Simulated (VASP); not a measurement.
Wanted: the native input for a VASP 6.6.1 run.

- Task: relaxation of cell and atoms
- Functional: PBE
- Potentials or basis: VASP PAW PBE potentials, release 64 (Sc_sv, Ta_pv, Os)
- Cutoff: 600 eV
- k mesh: 8 × 8 × 8
- Occupations: gaussian, width 0.1 eV
- Spin: no spin polarisation
- Dipole correction: no
- Further INCAR settings: ALGO = Normal; EDIFF = 1e-06; IBRION = 2; EDIFFG = -0.01; NSW = 100; ISIF = 3

The structure of ScTa3Os lies in POSCAR:

```
ScTa3Os
1.0
    4.8841100707      0.0000000000      0.0000000000
    0.0000000000      4.8841100707      0.0000000000
    0.0000000000      0.0000000000      4.8841100707
Sc Ta Os
1 3 1
Direct
    0.0000000000      0.0000000000      0.0000000000
    0.0000000000      0.5000000000      0.5000000000
    0.5000000000      0.0000000000      0.5000000000
    0.5000000000      0.5000000000      0.0000000000
    0.5000000000      0.5000000000      0.5000000000
```

The cell was built from a structure type or drawn by symmetry, and may not be a known phase.

One way to write it, as run:

INCAR

```
SYSTEM = ScTa3Os
  PREC = Accurate
  ENCUT = 600
  EDIFF = 1E-6
  ISMEAR = 0
  SIGMA = 0.1
  LREAL = .False.
  LASPH = .True.
  NELM = 100
  ALGO = Normal
  ISIF = 3
  LWAVE = .False.
  LCHARG = .False.
  GGA = PE
  IBRION = 2
  NSW = 100
  EDIFFG = -0.01
```

KPOINTS

```
Automatic mesh
0
Gamma
  8 8 8
  0 0 0
```

Potentials or basis: VASP PAW PBE potentials, release 64 (Sc_sv, Ta_pv, Os).

Command:

```console
$ cat potpaw_PBE.64/Sc_sv/POTCAR potpaw_PBE.64/Ta_pv/POTCAR potpaw_PBE.64/Os/POTCAR > POTCAR
$ mpirun -np 1 vasp_std > vasp.out
```

Results of the run:

* Relaxed volume: 23.29 Å³/atom
* Relaxed cell: a = 4.883 Å, b = 4.883 Å, c = 4.883 Å, α = 90.00°, β = 90.00°, γ = 90.00°
* Space group after relaxing (to 0.1 Å): Pm-3m (No. 221)
* Energy gained by relaxing: 0.0 meV/atom
* Ionic steps: 3
* Pressure after relaxing: 0.0 GPa
* Band gap on the k mesh: zero (bands 26 and 27 overlap by 0.94 eV)

Caveat: spin-orbit coupling is left out, which moves the levels of the heavy elements.

It took 3.5 min on 1 thread of Intel(R) Xeon(R) 6975P-C (Granite Rapids), with other jobs on the host, peak memory 0.36 GiB.
